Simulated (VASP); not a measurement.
# NaH (rocksalt type) (Fm-3m) in VASP: further runs

NaH (rocksalt type) is run at these levels: PBE; tasks: electric field gradients.

Everything below comes from runs of VASP 6.6.1. Logs are shortened: lines on timing, memory, paths and dates and some standing lists are left out, and cuts for length are marked.

### 1 The cell of the first run

It takes space group Fm-3m (No. 225, cubic). Conventional cell: a = 4.733 Å, b = 4.733 Å, c = 4.733 Å, α = 90.00°, β = 90.00°, γ = 90.00°. Na (site symmetry m-3m) has 6 H at 2.37 Å within 3.1 Å. Within 3.1 Å of H (site symmetry m-3m) lie 6 Na at 2.37 Å.

### 2 Electric field gradients, PBE (volume scaled by 0.9405)

INCAR

```
SYSTEM = NaH
  PREC = Accurate
  ENCUT = 520
  EDIFF = 1E-8
  ISMEAR = -1
  SIGMA = 0.08
  LREAL = .False.
  LASPH = .True.
  NELM = 80
  ALGO = Normal
  ISIF = 2
  LWAVE = .False.
  LCHARG = .False.
  GGA = PE
  LEFG = .True.
  NBANDS = 11
```

KPOINTS

```
Automatic mesh
0
Gamma
  12 12 12
  0 0 0
```

POSCAR

```
NaH
1.0
    0.0000000000      2.3666640037      2.3666640037
    2.3666640037      0.0000000000      2.3666640037
    2.3666640037      2.3666640037      0.0000000000
Na H
1 1
Direct
    0.0000000000      0.0000000000      0.0000000000
    0.5000000000      0.5000000000      0.5000000000
```

Potentials or basis: VASP PAW PBE potentials, release 64 (Na_pv, H).

Run with:

```console
$ cat potpaw_PBE.64/Na_pv/POTCAR potpaw_PBE.64/H/POTCAR > POTCAR
$ mpirun -np 1 vasp_std > vasp.out
```

OUTCAR:

```text
SYSTEM = NaH
   PREC = Accurate
   ENCUT = 520
   EDIFF = 1E-8
   ISMEAR = -1
   LREAL = .False.
   LASPH = .True.
   NELM = 80
   ISIF = 2
   GGA = PE

 ion  position               nearest neighbor table
   1  0.000  0.000  0.000-
   2  0.500  0.500  0.500-

  LATTYP: Found a face centered cubic cell.
 ALAT       =     4.7333280074

  Lattice vectors:

 A1 = (   0.0000000000,   2.3666640037,   2.3666640037)
 A2 = (   2.3666640037,   0.0000000000,   2.3666640037)
 A3 = (   2.3666640037,   2.3666640037,   0.0000000000)

Analysis of symmetry for initial positions (statically):
=====================================================================
 Subroutine PRICEL returns:
 Original cell was already a primitive cell.

 Routine SETGRP: Setting up the symmetry group for a
 face centered cubic supercell.

 Subroutine GETGRP returns: Found 48 space group operations
 (whereof 48 operations were pure point group operations)
 out of a pool of 48 trial point group operations.

The static configuration has the point symmetry O_h .

Analysis of symmetry for dynamics (positions and initial velocities):
=====================================================================
 Subroutine PRICEL returns:
 Original cell was already a primitive cell.

 Routine SETGRP: Setting up the symmetry group for a
 face centered cubic supercell.

 Subroutine GETGRP returns: Found 48 space group operations
 (whereof 48 operations were pure point group operations)
 out of a pool of 48 trial point group operations.

The dynamic configuration has the point symmetry O_h .

 Subroutine INISYM returns: Found 48 space group operations
 (whereof 48 operations are pure point group operations),
 and found     1 'primitive' translations

----------------------------------------------------------------------------------------

                                     Primitive cell

  volume of cell :      26.5118

  direct lattice vectors                    reciprocal lattice vectors
     0.000000000  2.366664004  2.366664004    -0.211267843  0.211267843  0.211267843
     2.366664004  0.000000000  2.366664004     0.211267843 -0.211267843  0.211267843
     2.366664004  2.366664004  0.000000000     0.211267843  0.211267843 -0.211267843

  length of vectors
     3.346968332  3.346968332  3.346968332     0.365926639  0.365926639  0.365926639

  position of ions in fractional coordinates (direct lattice)
     0.000000000  0.000000000  0.000000000
     0.500000000  0.500000000  0.500000000

  ion indices of the primitive-cell ions
   primitive index   ion index
                 1           1
                 2           2

----------------------------------------------------------------------------------------

 KPOINTS: Automatic mesh

Automatic generation of k-mesh.
 Grid dimensions read from file:
 generate k-points for:   12   12   12

 Generating k-lattice:

  Cartesian coordinates                     Fractional coordinates (reciprocal lattice)
    -0.017605654  0.017605654  0.017605654     0.083333333  0.000000000  0.000000000
     0.017605654 -0.017605654  0.017605654     0.000000000  0.083333333  0.000000000
     0.017605654  0.017605654 -0.017605654     0.000000000  0.000000000  0.083333333

  Length of vectors
     0.030493887  0.030493887  0.030493887

  Shift w.r.t. Gamma in fractional coordinates (k-lattice)
     0.000000000  0.000000000  0.000000000

 Subroutine IBZKPT returns following result:
 ===========================================

 Found     72 irreducible k-points:

 Following reciprocal coordinates:
            Coordinates               Weight
  0.000000  0.000000  0.000000      1.000000
  0.083333  0.000000  0.000000      8.000000
  0.166667  0.000000  0.000000      8.000000
  0.250000  0.000000  0.000000      8.000000
  0.333333  0.000000  0.000000      8.000000
  0.416667  0.000000  0.000000      8.000000
[... 16 lines left out ...]
  0.500000  0.166667  0.000000     24.000000
 -0.416667  0.166667  0.000000     24.000000
 [... further k-points ...]
   k-points           NKPTS =     72   k-points in BZ     NKDIM =     72   number of bands    NBANDS=     11
   number of dos      NEDOS =    301   number of ions     NIONS =      2
   total plane-waves  NPLWV =  21952
   dimension x,y,z NGX =    28 NGY =   28 NGZ =   28
   dimension x,y,z NGXF=    56 NGYF=   56 NGZF=   56
   ions per type =               1   1
   NGX,Y,Z   is equivalent  to a cutoff of  13.91, 13.91, 13.91 a.u.
   NGXF,Y,Z  is equivalent  to a cutoff of  27.82, 27.82, 27.82 a.u.
 SYSTEM =  NaH
   PREC   = accura    normal or accurate (medium, high low for compatibility)
   ISTART =      0    job   : 0-new  1-cont  2-samecut
   ICHARG =      2    charge: 1-file 2-atom 10-const
   ISPIN  =      1    spin polarized calculation?
   LNONCOLLINEAR =      F non collinear calculations
   LSORBIT =      F    spin-orbit coupling
   LASPH  =      T    aspherical Exc in radial PAW
   ENCUT  =  520.0 eV  38.22 Ry    6.18 a.u.   6.22  6.22  6.22*2*pi/ulx,y,z
   NELM   =     80;   NELMIN=  2; NELMDL= -5     # of ELM steps
   EDIFF  = 0.1E-07   stopping-criterion for ELM
   LREAL  =      F    real-space projection
   EDIFFG = 0.1E-06   stopping-criterion for IOM
   NSW    =      0    number of steps for IOM
   IBRION =     -1    ionic relax: 0-MD 1-quasi-New 2-CG
   NFREE  =      0    steps in history (QN), initial steepest desc. (CG)
   ISIF   =      2    stress and relaxation
   ISYM   =      2    0-nonsym 1-usesym 2-fastsym
   POTIM  = 0.5000    time-step for ionic-motion
   TEBEG  =    0.0;   TEEND  =   0.0 temperature during run
   PSTRESS=    0.0 pullay stress
   NELECT =       8.0000    total number of electrons
   NUPDOWN=      -1.0000    fix difference up-down
   EMIN   =  10.00;   EMAX   =-10.00  energy-range for DOS
   EFERMI =   0.00;   METHOD = LEGACY
   ISMEAR =    -1;   SIGMA  =   0.08  broadening in eV -4-tet -1-fermi 0-gaus
   EFERMI_NEDOS =   21; number of points for ismear=-14 and -15
   IALGO  =     38    algorithm
   IMIX   =      4    mixing-type and parameters
     AMIX     =   0.40;   BMIX     =  1.00
     AMIX_MAG =   1.60;   BMIX_MAG =  1.00
  volume/ion in A,a.u.               =      13.26        89.46
  Fermi-wavevector in a.u.,A,eV,Ry     =   1.098057  2.075027 16.404942  1.205729
  Thomas-Fermi vector in A             =   2.234428
   LORBIT       =      0    0 simple, 1 ext, 2 COOP (PROOUT), +10 PAW based schemes
   GGA     = PE    functional components
   LHFCALC =     F    Hartree Fock is set to
   AEXX    =    0.0000 exact exchange contribution
   IVDW    =     0    specifies the selected vdW correction
   LEPSILON=     F    determine dielectric tensor
   LRPA    =     F    only Hartree local field effects (RPA)
 non-spin polarized calculation
  energy-cutoff  :      520.00
  volume of cell :       26.51
 maximum number of plane-waves:       725
 NGX is ok and might be reduce to    28
   NGX = 13   NGY = 13   NGZ = 13

 number of electron       7.9999997 magnetization

 Free energy of the ion-electron system (eV)
  ---------------------------------------------------
  ext. energy  EPLUGINS =         0.00000000
  ---------------------------------------------------
  free energy    TOTEN  =        -5.07907201 eV

  energy without entropy =       -5.07907201  energy(sigma->0) =       -5.07907201

 E-fermi :   0.7316     XC(G=0):  -7.9811

 val. band max:       -0.9088020335   @ k =  -0.2500   0.5000   0.2500
 cond. band min:       2.9568396367   @ k =   0.5000   0.0000   0.0000
 fundamental gap:      3.8656416702
 Fermi energy:         0.7316022726

 k-point     1 :       0.0000    0.0000    0.0000
  band No.  band energies     occupation
      1     -22.9045      2.00000
      2     -22.9045      2.00000
      3     -22.9045      2.00000
      4      -4.7041      2.00000
      5      10.0694      0.00000
      6      15.1627      0.00000
      7      15.1627      0.00000
      8      15.1627      0.00000
      9      16.1776      0.00000
     10      16.1776      0.00000
     11      16.1776      0.00000
[... 309 lines left out ...]
 k-point    24 :      -0.4167    0.1667    0.0000
  band No.  band energies     occupation
      1     -23.0082      2.00000
      2     -22.9381      2.00000
      3     -22.9222      2.00000
      4      -1.5937      2.00000
      5       3.5118      0.00000
      6       7.8583      0.00000
      7      12.0656      0.00000
      8      13.1104      0.00000
      9      16.6877      0.00000
     10      17.8202      0.00000
     11      21.6142      0.00000

 [... further k-points ...]

------------------------ aborting loop because EDIFF is reached ----------------------------------------

  FORCE on cell =-STRESS in cart. coord.  units (eV):
  Direction    XX          YY          ZZ          XY          YZ          ZX
  --------------------------------------------------------------------------------------
  -------------------------------------------------------------------------------------
  Total        0.2616354      0.2616354      0.2616354     -0.0000000     -0.0000000      0.0000000
  in kB       15.8112890     15.8112890     15.8112890     -0.0000000     -0.0000000      0.0000000
  external PRESSURE =      15.8112890 kB  Pullay stress =       0.0000000 kB

 VOLUME and BASIS-vectors are now :
 -----------------------------------------------------------------------------
  energy-cutoff  :      520.00
  volume of cell :       26.51
      direct lattice vectors                 reciprocal lattice vectors
     0.000000000  2.366664004  2.366664004    -0.211267843  0.211267843  0.211267843
     2.366664004  0.000000000  2.366664004     0.211267843 -0.211267843  0.211267843
     2.366664004  2.366664004  0.000000000     0.211267843  0.211267843 -0.211267843

 POSITION                                       TOTAL-FORCE (eV/Angst)
 -----------------------------------------------------------------------------------
      0.00000      0.00000      0.00000        -0.000000      0.000000     -0.000000
      2.36666      2.36666      2.36666         0.000000     -0.000000      0.000000
 -----------------------------------------------------------------------------------
    total drift:                               -0.000000     -0.000000     -0.000000

  FREE ENERGIE OF THE ION-ELECTRON SYSTEM (eV)
  ---------------------------------------------------
  free  energy   TOTEN  =        -5.0790720101 eV

  energy  without entropy=       -5.0790720099  energy(sigma->0) =       -5.07907201

 Electric field gradients (V/A^2)
---------------------------------------------------------------------
 ion       V_xx      V_yy      V_zz      V_xy      V_xz      V_yz
---------------------------------------------------------------------
   1      -0.000     0.000     0.000    -0.002    -0.002    -0.002
   2      -0.000    -0.000     0.000     0.001     0.001     0.001
---------------------------------------------------------------------

 Electric field gradients after diagonalization (V/A^2)
 (convention: |V_zz| > |V_xx| > |V_yy|)
----------------------------------------------------------------------
 ion       V_xx      V_yy      V_zz     asymmetry (V_yy - V_xx)/ V_zz
----------------------------------------------------------------------
   1       0.002     0.002    -0.004       0.000
   2      -0.001    -0.001     0.002       0.000
----------------------------------------------------------------------

           NMR quadrupolar parameters

 Cq : quadrupolar parameter    Cq=e*Q*V_zz/h
 eta: asymmetry parameters     (V_yy - V_xx)/ V_zz
 Q  : nuclear electric quadrupole moment in mb (millibarn)
----------------------------------------------------------------------
 ion       Cq(MHz)       eta       Q (mb)
----------------------------------------------------------------------
   1      -0.000       0.000       1.000
   2       0.000       0.000       1.000
----------------------------------------------------------------------
```

It took 12 s on 1 thread of Intel Xeon 6975P-C (Granite Rapids), shared host; peak memory 0.15 GiB.

What came out:

```yaml
Free_energy: -5.0791 eV
Pressure: 1.6 GPa
Band_gap_on_the_k_mesh: 3.87 eV, indirect (least direct gap 4.75 eV)
```

Levels at points of the mesh, in eV from the valence-band top:
```tsv
k point	band 2	band 3	band 4	band 5	band 6	band 7
(0.00, 0.00, 0.00)	-22.00	-22.00	-3.80	10.98	16.07	16.07
(0.50, 0.00, 0.00)	-22.01	-22.01	-0.89	3.87	11.22	13.77
(0.50, 0.50, 0.00)	-22.03	-22.03	-0.19	4.76	10.27	11.07
```

Caveat: the cell differs from its parent crystal (volume scaled by 0.9405); without QUAD_EFG the Cq values of the log hold for a quadrupole moment of 1 mb, not for the nuclei. A k mesh can miss the band edges.

### 3 Electric field gradients, PBE

This run uses another cell than the first one, of 14.09 Å³/atom, 1.063 times its volume.

INCAR

```
SYSTEM = NaH
PREC = Accurate
ENCUT = 520
EDIFF = 1E-8
ISMEAR = -1
SIGMA = 0.08
LREAL = .FALSE.
LASPH = .TRUE.
NELM = 80
ALGO = Normal
ISIF = 2
LWAVE = .FALSE.
LCHARG = .FALSE.
GGA = PE
LEFG = .TRUE.
NBANDS = 11
```

KPOINTS

```
Automatic mesh
0
G
  12 12 12
  0 0 0
```

POSCAR

```
NaH
1.0
    0.0000000000      2.4155554168      2.4155554168
    2.4155554168      0.0000000000      2.4155554168
    2.4155554168      2.4155554168      0.0000000000
Na H
1 1
Direct
    0.0000000000      0.0000000000      0.0000000000
    0.5000000000      0.5000000000      0.5000000000
```

Potentials or basis: VASP PAW PBE potentials, release 64 (Na_pv, H).

Run with:

```console
$ cat potpaw_PBE.64/Na_pv/POTCAR potpaw_PBE.64/H/POTCAR > POTCAR
$ mpirun -np 1 vasp_std > vasp.out
```

OUTCAR:

```text
SYSTEM = NaH
   PREC = Accurate
   ENCUT = 520
   EDIFF = 1E-8
   ISMEAR = -1
   LREAL = .FALSE.
   LASPH = .TRUE.
   NELM = 80
   ISIF = 2
   GGA = PE

 ion  position               nearest neighbor table
   1  0.000  0.000  0.000-
   2  0.500  0.500  0.500-

  LATTYP: Found a face centered cubic cell.
 ALAT       =     4.8311108336

  Lattice vectors:

 A1 = (   0.0000000000,   2.4155554168,   2.4155554168)
 A2 = (   2.4155554168,   0.0000000000,   2.4155554168)
 A3 = (   2.4155554168,   2.4155554168,   0.0000000000)

[... 545 lines left out ...]
  FREE ENERGIE OF THE ION-ELECTRON SYSTEM (eV)
  ---------------------------------------------------
  free  energy   TOTEN  =        -5.0876147972 eV

  energy  without entropy=       -5.0876147971  energy(sigma->0) =       -5.08761480

 Electric field gradients (V/A^2)
---------------------------------------------------------------------
 ion       V_xx      V_yy      V_zz      V_xy      V_xz      V_yz
---------------------------------------------------------------------
   1       0.000    -0.000    -0.000     0.000     0.000     0.000
   2       0.000    -0.000     0.000     0.001     0.001     0.001
---------------------------------------------------------------------

 Electric field gradients after diagonalization (V/A^2)
 (convention: |V_zz| > |V_xx| > |V_yy|)
----------------------------------------------------------------------
 ion       V_xx      V_yy      V_zz     asymmetry (V_yy - V_xx)/ V_zz
----------------------------------------------------------------------
   1      -0.000    -0.000     0.000       0.000
   2      -0.001    -0.001     0.002       0.000
----------------------------------------------------------------------

           NMR quadrupolar parameters

 Cq : quadrupolar parameter    Cq=e*Q*V_zz/h
 eta: asymmetry parameters     (V_yy - V_xx)/ V_zz
 Q  : nuclear electric quadrupole moment in mb (millibarn)
----------------------------------------------------------------------
 ion       Cq(MHz)       eta       Q (mb)
----------------------------------------------------------------------
   1       0.000       0.000       1.000
   2       0.000       0.000       1.000
----------------------------------------------------------------------
```

OSZICAR:

```text
N       E                     dE             d eps       ncg     rms          rms(c)
DAV:   1     0.371005027793E+02    0.37101E+02   -0.45670E+03  1593   0.740E+02
DAV:   2    -0.427544493885E+01   -0.41376E+02   -0.40789E+02  1630   0.188E+02
DAV:   3    -0.550683558729E+01   -0.12314E+01   -0.12297E+01  1916   0.323E+01
DAV:   4    -0.551499258564E+01   -0.81570E-02   -0.81564E-02  1849   0.269E+00
DAV:   5    -0.551506662989E+01   -0.74044E-04   -0.74043E-04  1861   0.259E-01    0.319E+00
DAV:   6    -0.517526619937E+01    0.33980E+00   -0.33144E-01  1827   0.277E+00    0.148E+00
DAV:   7    -0.508295960632E+01    0.92307E-01   -0.32544E-01  1794   0.214E+00    0.352E-01
DAV:   8    -0.508769072617E+01   -0.47311E-02   -0.10104E-02  1751   0.957E-01    0.682E-02
DAV:   9    -0.508762672412E+01    0.64002E-04   -0.11582E-03  1904   0.360E-01    0.230E-02
DAV:  10    -0.508761186002E+01    0.14864E-04   -0.62571E-05  1776   0.498E-02    0.436E-03
DAV:  11    -0.508761501591E+01   -0.31559E-05   -0.59850E-06  1800   0.110E-02    0.311E-03
DAV:  12    -0.508761476647E+01    0.24944E-06   -0.22395E-07  1851   0.317E-03    0.270E-04
DAV:  13    -0.508761477747E+01   -0.11005E-07   -0.56622E-09  1814   0.556E-04    0.116E-04
DAV:  14    -0.508761479786E+01   -0.20388E-07   -0.15706E-10   948   0.854E-05    0.103E-05
DAV:  15    -0.508761479718E+01    0.67848E-09   -0.15963E-11   870   0.263E-05
   1 F= -.50876148E+01 E0= -.50876148E+01  d E =-.859173E-10
```

Run time: 12 s. Hardware: 1 thread of Intel Xeon 6975P-C (Granite Rapids), shared host; peak memory 0.15 GiB.

What came out:

| Quantity | Value |
| --- | --- |
| Free energy | -5.0876 eV |
| Pressure | 0.0 GPa |
| Band gap on the k mesh | 3.76 eV, indirect (least direct gap 4.62 eV) |

Caveat: without QUAD_EFG the Cq values of the log hold for a quadrupole moment of 1 mb, not for the nuclei. A hybrid or GW would open this gap; PBE tends to underestimate it.

(Part 1 of 2 ends here.)
